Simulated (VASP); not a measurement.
Y5Ti, 6 atoms in the cell. Symmetry: F-43m, No. 216, cubic system. Conventional cell: a = 9.058 Å, b = 9.058 Å, c = 9.058 Å, α = 90.00°, β = 90.00°, γ = 90.00°. Y (site symmetry -43m) has 12 Y at 3.76 Å and 4 Ti at 3.92 Å within 4.9 Å. Y (site symmetry 3m) has 9 Y at 3.18 to 3.76 Å and 3 Ti at 3.75 Å within 4.2 Å. Within 4.9 Å of Ti (site symmetry -43m) lie 16 Y at 3.75 to 3.92 Å. The cell was built from a structure type or drawn by symmetry, and may not be a known phase.

```yaml
Program: VASP 6.6.1
Task: single point
Functional: PBE
Potentials_or_basis: VASP PAW PBE potentials, release 64 (Y_sv, Ti_sv)
Cutoff: 500 eV
k_mesh: 4 × 4 × 4
Occupations: gaussian, width 0.1 eV
Spin: no spin polarisation
Dipole_correction: no
Further_INCAR_settings: ALGO = Normal; EDIFF = 1e-06; NBANDS = 42
```

Potentials or basis: VASP PAW PBE potentials, release 64 (Y_sv, Ti_sv).

The run is started by

```console
$ cat potpaw_PBE.64/Y_sv/POTCAR potpaw_PBE.64/Ti_sv/POTCAR > POTCAR
$ mpirun -np 1 vasp_std > vasp.out
```

Hardware: 1 thread of Intel Xeon 8259CL, with other jobs on the host.

How long does it take, and how much memory?

It took 5 min on 1 thread of Intel Xeon 8259CL, on a shared host, peak memory 0.35 GiB. Counts: scf iterations 26, k points 8.
